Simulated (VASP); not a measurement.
The system is WS.

```
CELL_PARAMETERS angstrom
0.00000 2.44991 2.44991
2.44991 0.00000 2.44991
2.44991 2.44991 0.00000
ATOMIC_POSITIONS crystal
W 0.00000 0.00000 0.00000
S 0.50000 0.50000 0.50000
```

Base run:

| Item | Value |
| --- | --- |
| Program | VASP 6.6.1 |
| Functional | PBEsol |
| Potentials or basis | VASP PAW PBE potentials, release 64 (W_sv, S) |
| Cutoff | 520 eV |
| k mesh | 14 × 14 × 14 |
| Occupations | gaussian, width 0.05 eV |
| Spin | collinear spin |
| Starting moments | [2.5, 0.0] μB |
| Hubbard terms | W d U = 4.0 eV |

Its results: pressure 25.2 GPa.

Question: The run is repeated on the same cell with these changes: spin from collinear spin to no spin polarisation; further incar settings from ALGO = Normal; EDIFF = 1e-06; NBANDS = 21 to ALGO = Normal; EDIFF = 1e-07; NBANDS = 17. What comes out?

Answer: Pressure 5.1 GPa.

Caveats: the cell stands under pressure; the PAW data sets were made with another functional, which shifts forces and pressure a little; U without spin polarisation on a metal has little footing (at least some runs).
